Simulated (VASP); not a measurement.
# Cu (P1) in VASP: single point with PBE

Aim: the single point of Cu with PBE.

Everything below comes from runs of VASP 6.6.1. Logs are shortened: lines on timing, memory, paths and dates and some standing lists are left out, and cuts for length are marked.

### Step 1. The cell of the first run

The typed cell holds 4 atoms: a = 3.630 Å, b = 3.630 Å, c = 3.630 Å, α = 90.00°, β = 90.00°, γ = 90.00°.

### Step 2. Single point, PBE

INCAR

```
PREC = Accurate ; ENCUT = 600
EDIFF = 1E-6 ; ISMEAR = -1
SIGMA = 0.1 ; LREAL = False
LASPH = True ; NELM = 120
ALGO = Normal ; ISIF = 2
LWAVE = False ; LCHARG = False
GGA = PE ; NBANDS = 30
GGA_COMPAT = False
```

KPOINTS

```
regular mesh
0
Gamma
  2 2 2
```

POSCAR

```
Cu
1.0
    3.6300000000      0.0000000000      0.0000000000
    0.0000000000      3.6300000000      0.0000000000
    0.0000000000      0.0000000000      3.6300000000
Cu
4
Direct
   -0.0040000000      0.0020000000     -0.0020000000
    0.0000000000      0.4960000000      0.5020000000
    0.5040000000      0.0000000000      0.4960000000
    0.4980000000      0.5040000000      0.0000000000
```

Potentials or basis: VASP PAW PBE potentials, release 64 (Cu).

The run is started by

```
> cat potpaw_PBE.64/Cu/POTCAR > POTCAR
> mpirun -np 1 vasp_std > vasp.out
```

OUTCAR:

```text
PREC = Accurate
   ENCUT = 600
   EDIFF = 1E-6
   ISMEAR = -1
   LREAL = False
   LASPH = True
   NELM = 120
   ISIF = 2
   GGA = PE

 ion  position               nearest neighbor table
   1  0.996  0.002  0.998-   2 2.54   3 2.54   3 2.55   4 2.56   2 2.56   4 2.57   4 2.57   2 2.57
                             4 2.58   3 2.58   2 2.59   3 2.59
   2  0.000  0.496  0.502-   1 2.54   3 2.55   4 2.56   1 2.56   3 2.57   3 2.57   4 2.57   4 2.57
                             1 2.57   4 2.58   3 2.59   1 2.59
   3  0.504  0.000  0.496-   1 2.54   2 2.55   4 2.55   1 2.55   4 2.57   4 2.57   2 2.57   2 2.57
                             1 2.58   4 2.59   2 2.59   1 2.59
   4  0.498  0.504  0.000-   3 2.55   1 2.56   2 2.56   1 2.57   1 2.57   3 2.57   3 2.57   2 2.57
                             2 2.57   1 2.58   2 2.58   3 2.59

  LATTYP: Found a simple cubic cell.
 ALAT       =     3.6300000000

  Lattice vectors:

 A1 = (   3.6300000000,   0.0000000000,   0.0000000000)
 A2 = (   0.0000000000,   3.6300000000,   0.0000000000)
 A3 = (   0.0000000000,   0.0000000000,   3.6300000000)

Analysis of symmetry for initial positions (statically):
=====================================================================
 Subroutine PRICEL returns:
 Original cell was already a primitive cell.

 Routine SETGRP: Setting up the symmetry group for a
 simple cubic supercell.

 Subroutine GETGRP returns: Found  1 space group operations
 (whereof  1 operations were pure point group operations)
 out of a pool of 48 trial point group operations.

The static configuration has the point symmetry C_1 .

Analysis of symmetry for dynamics (positions and initial velocities):
=====================================================================
 Subroutine PRICEL returns:
 Original cell was already a primitive cell.

 Routine SETGRP: Setting up the symmetry group for a
 simple cubic supercell.

 Subroutine GETGRP returns: Found  1 space group operations
 (whereof  1 operations were pure point group operations)
 out of a pool of 48 trial point group operations.

The dynamic configuration has the point symmetry C_1 .

 Subroutine INISYM returns: Found  1 space group operations
 (whereof  1 operations are pure point group operations),
 and found     1 'primitive' translations

----------------------------------------------------------------------------------------

                                     Primitive cell

  volume of cell :      47.8321

  direct lattice vectors                    reciprocal lattice vectors
     3.630000000  0.000000000  0.000000000     0.275482094  0.000000000  0.000000000
     0.000000000  3.630000000  0.000000000     0.000000000  0.275482094  0.000000000
     0.000000000  0.000000000  3.630000000     0.000000000  0.000000000  0.275482094

  length of vectors
     3.630000000  3.630000000  3.630000000     0.275482094  0.275482094  0.275482094

  position of ions in fractional coordinates (direct lattice)
     0.996000000  0.002000000  0.998000000
     0.000000000  0.496000000  0.502000000
     0.504000000  0.000000000  0.496000000
     0.498000000  0.504000000  0.000000000

  ion indices of the primitive-cell ions
   primitive index   ion index
                 1           1
                 2           2
                 3           3
                 4           4

----------------------------------------------------------------------------------------

 KPOINTS: regular mesh

Automatic generation of k-mesh.
 Grid dimensions read from file:
 generate k-points for:    2    2    2

 Generating k-lattice:

  Cartesian coordinates                     Fractional coordinates (reciprocal lattice)
     0.137741047  0.000000000  0.000000000     0.500000000  0.000000000  0.000000000
     0.000000000  0.137741047  0.000000000     0.000000000  0.500000000  0.000000000
     0.000000000  0.000000000  0.137741047     0.000000000  0.000000000  0.500000000

  Length of vectors
     0.137741047  0.137741047  0.137741047

  Shift w.r.t. Gamma in fractional coordinates (k-lattice)
     0.000000000  0.000000000  0.000000000

 Subroutine IBZKPT returns following result:
 ===========================================

 Found      8 irreducible k-points:

 Following reciprocal coordinates:
            Coordinates               Weight
  0.000000  0.000000  0.000000      1.000000
  0.500000  0.000000  0.000000      1.000000
  0.000000  0.500000  0.000000      1.000000
  0.000000  0.000000  0.500000      1.000000
  0.500000  0.500000  0.000000      1.000000
  0.000000  0.500000  0.500000      1.000000
  0.500000  0.000000  0.500000      1.000000
  0.500000  0.500000  0.500000      1.000000
   k-points           NKPTS =      8   k-points in BZ     NKDIM =      8   number of bands    NBANDS=     30
   number of dos      NEDOS =    301   number of ions     NIONS =      4
   total plane-waves  NPLWV =  27000
   dimension x,y,z NGX =    30 NGY =   30 NGZ =   30
   dimension x,y,z NGXF=    60 NGYF=   60 NGZF=   60
   ions per type =               4
   NGX,Y,Z   is equivalent  to a cutoff of  13.74, 13.74, 13.74 a.u.
   NGXF,Y,Z  is equivalent  to a cutoff of  27.48, 27.48, 27.48 a.u.
 SYSTEM =  unknown system
   PREC   = accura    normal or accurate (medium, high low for compatibility)
   ISTART =      0    job   : 0-new  1-cont  2-samecut
   ICHARG =      2    charge: 1-file 2-atom 10-const
   ISPIN  =      1    spin polarized calculation?
   LNONCOLLINEAR =      F non collinear calculations
   LSORBIT =      F    spin-orbit coupling
   LASPH  =      T    aspherical Exc in radial PAW
   ENCUT  =  600.0 eV  44.10 Ry    6.64 a.u.   7.25  7.25  7.25*2*pi/ulx,y,z
   NELM   =    120;   NELMIN=  2; NELMDL= -5     # of ELM steps
   EDIFF  = 0.1E-05   stopping-criterion for ELM
   LREAL  =      F    real-space projection
   EDIFFG = 0.1E-04   stopping-criterion for IOM
   NSW    =      0    number of steps for IOM
   IBRION =     -1    ionic relax: 0-MD 1-quasi-New 2-CG
   NFREE  =      0    steps in history (QN), initial steepest desc. (CG)
   ISIF   =      2    stress and relaxation
   ISYM   =      2    0-nonsym 1-usesym 2-fastsym
   POTIM  = 0.5000    time-step for ionic-motion
   TEBEG  =    0.0;   TEEND  =   0.0 temperature during run
   PSTRESS=    0.0 pullay stress
   NELECT =      44.0000    total number of electrons
   NUPDOWN=      -1.0000    fix difference up-down
   EMIN   =  10.00;   EMAX   =-10.00  energy-range for DOS
   EFERMI =   0.00;   METHOD = LEGACY
   ISMEAR =    -1;   SIGMA  =   0.10  broadening in eV -4-tet -1-fermi 0-gaus
   EFERMI_NEDOS =   21; number of points for ismear=-14 and -15
   IALGO  =     38    algorithm
   IMIX   =      4    mixing-type and parameters
     AMIX     =   0.40;   BMIX     =  1.00
     AMIX_MAG =   1.60;   BMIX_MAG =  1.00
  volume/ion in A,a.u.               =      11.96        80.70
  Fermi-wavevector in a.u.,A,eV,Ry     =   1.592157  3.008740 34.490258  2.534962
  Thomas-Fermi vector in A             =   2.690585
   LORBIT       =      0    0 simple, 1 ext, 2 COOP (PROOUT), +10 PAW based schemes
   GGA     = PE    functional components
   LHFCALC =     F    Hartree Fock is set to
   AEXX    =    0.0000 exact exchange contribution
   IVDW    =     0    specifies the selected vdW correction
   LEPSILON=     F    determine dielectric tensor
   LRPA    =     F    only Hartree local field effects (RPA)
 non-spin polarized calculation
  energy-cutoff  :      600.00
  volume of cell :       47.83
 maximum number of plane-waves:      1628
 NGX is ok and might be reduce to    30
   NGX = 15   NGY = 15   NGZ = 15

 number of electron      43.9999983 magnetization

 Free energy of the ion-electron system (eV)
  ---------------------------------------------------
  ext. energy  EPLUGINS =         0.00000000
  ---------------------------------------------------
  free energy    TOTEN  =       -14.29468402 eV

  energy without entropy =      -14.08558479  energy(sigma->0) =      -14.19013440

 E-fermi :   6.9042     XC(G=0): -12.6846

 val. band max:        6.9007765909   @ k =   0.5000   0.5000   0.0000
 cond. band min:       6.9173336363   @ k =   0.5000   0.0000   0.5000
 fundamental gap:      0.0165570455
 Fermi energy:         6.9041878054

 k-point     1 :       0.0000    0.0000    0.0000
  band No.  band energies     occupation
      1      -1.8394      2.00000
      2       2.4665      2.00000
      3       2.4671      2.00000
      4       2.4677      2.00000
      5       2.8857      2.00000
      6       2.8858      2.00000
[... 22 lines left out ...]
     29      20.3980      0.00000
     30      20.3989      0.00000

 k-point     2 :       0.5000    0.0000    0.0000
  band No.  band energies     occupation
      1       0.8725      2.00000
      2       0.9080      2.00000
      3       3.1780      2.00000
      4       3.1785      2.00000
      5       3.5188      2.00000
      6       3.5520      2.00000
[... 22 lines left out ...]
     29      16.0723      0.00000
     30      16.0728      0.00000

 k-point     3 :       0.0000    0.5000    0.0000
  band No.  band energies     occupation
      1       0.8843      2.00000
      2       0.8962      2.00000
      3       3.1776      2.00000
      4       3.1794      2.00000
      5       3.5294      2.00000
      6       3.5405      2.00000
[... 22 lines left out ...]
     29      16.0714      0.00000
     30      16.0731      0.00000

 k-point     4 :       0.0000    0.0000    0.5000
  band No.  band energies     occupation
      1       0.8901      2.00000
      2       0.8906      2.00000
      3       3.1783      2.00000
      4       3.1787      2.00000
      5       3.5339      2.00000
      6       3.5351      2.00000
[... 22 lines left out ...]
     29      16.0732      0.00000
     30      16.0743      0.00000

 k-point     5 :       0.5000    0.5000    0.0000
  band No.  band energies     occupation
      1       2.6733      2.00000
      2       2.7090      2.00000
      3       2.7154      2.00000
      4       2.7496      2.00000
      5       3.7279      2.00000
      6       3.7461      2.00000
[... 22 lines left out ...]
     29      18.1145      0.00000
     30      18.1922      0.00000

 k-point     6 :       0.0000    0.5000    0.5000
  band No.  band energies     occupation
      1       2.6936      2.00000
      2       2.7091      2.00000
      3       2.7139      2.00000
      4       2.7297      2.00000
      5       3.7426      2.00000
      6       3.7528      2.00000
[... 22 lines left out ...]
     29      18.1557      0.00000
     30      18.1997      0.00000

 k-point     7 :       0.5000    0.0000    0.5000
  band No.  band energies     occupation
      1       2.6905      2.00000
      2       2.6970      2.00000
      3       2.7262      2.00000
      4       2.7332      2.00000
      5       3.7362      2.00000
      6       3.7398      2.00000
[... 22 lines left out ...]
     29      18.1527      0.00000
     30      18.1687      0.00000

 k-point     8 :       0.5000    0.5000    0.5000
  band No.  band energies     occupation
      1       2.2818      2.00000
      2       2.2820      2.00000
      3       2.2826      2.00000
      4       2.2835      2.00000
      5       4.1922      2.00000
      6       4.1927      2.00000
[... 22 lines left out ...]
     29      28.4355      0.00000
     30      28.4366      0.00000

------------------------ aborting loop because EDIFF is reached ----------------------------------------

  FORCE on cell =-STRESS in cart. coord.  units (eV):
  Direction    XX          YY          ZZ          XY          YZ          ZX
  --------------------------------------------------------------------------------------
  -------------------------------------------------------------------------------------
  Total        0.0406421      0.0437943      0.0499613      0.0041849     -0.0016093     -0.0021971
  in kB        1.3613394      1.4669276      1.6734948      0.1401778     -0.0539058     -0.0735932
  external PRESSURE =       1.5005873 kB  Pullay stress =       0.0000000 kB

 VOLUME and BASIS-vectors are now :
 -----------------------------------------------------------------------------
  energy-cutoff  :      600.00
  volume of cell :       47.83
      direct lattice vectors                 reciprocal lattice vectors
     3.630000000  0.000000000  0.000000000     0.275482094  0.000000000  0.000000000
     0.000000000  3.630000000  0.000000000     0.000000000  0.275482094  0.000000000
     0.000000000  0.000000000  3.630000000     0.000000000  0.000000000  0.275482094

 POSITION                                       TOTAL-FORCE (eV/Angst)
 -----------------------------------------------------------------------------------
      3.61548      0.00726      3.62274         0.094704     -0.037822      0.018145
      0.00000      1.80048      1.82226         0.021785      0.092284     -0.054554
      1.82952      0.00000      1.80048        -0.112934     -0.001083      0.054613
      1.80774      1.82952      0.00000        -0.003556     -0.053379     -0.018204
 -----------------------------------------------------------------------------------
    total drift:                               -0.000098      0.000055     -0.000089

  FREE ENERGIE OF THE ION-ELECTRON SYSTEM (eV)
  ---------------------------------------------------
  free  energy   TOTEN  =       -14.2946840189 eV

  energy  without entropy=      -14.0855847854  energy(sigma->0) =      -14.19013440
```

Run time: 34 s. Hardware: 1 thread of Intel Xeon 8259CL, shared host; peak memory 0.16 GiB.

What came out:

| Property | Result |
| --- | --- |
| Free energy | -14.2947 eV |
| Pressure | 0.2 GPa |
| Largest force | 0.125 eV/Å |
| Band gap on the k mesh | zero (bands 22 and 23 overlap by 2.46 eV) |

Forces on the atoms (eV/Å):
```
Cu   0.095 -0.038  0.018
Cu   0.022  0.092 -0.055
Cu  -0.113 -0.001  0.055
Cu  -0.004 -0.053 -0.018
```

Caveat: the k points lie up to 0.87 Å⁻¹ apart, too coarse for converged energies and pressures of a metal.
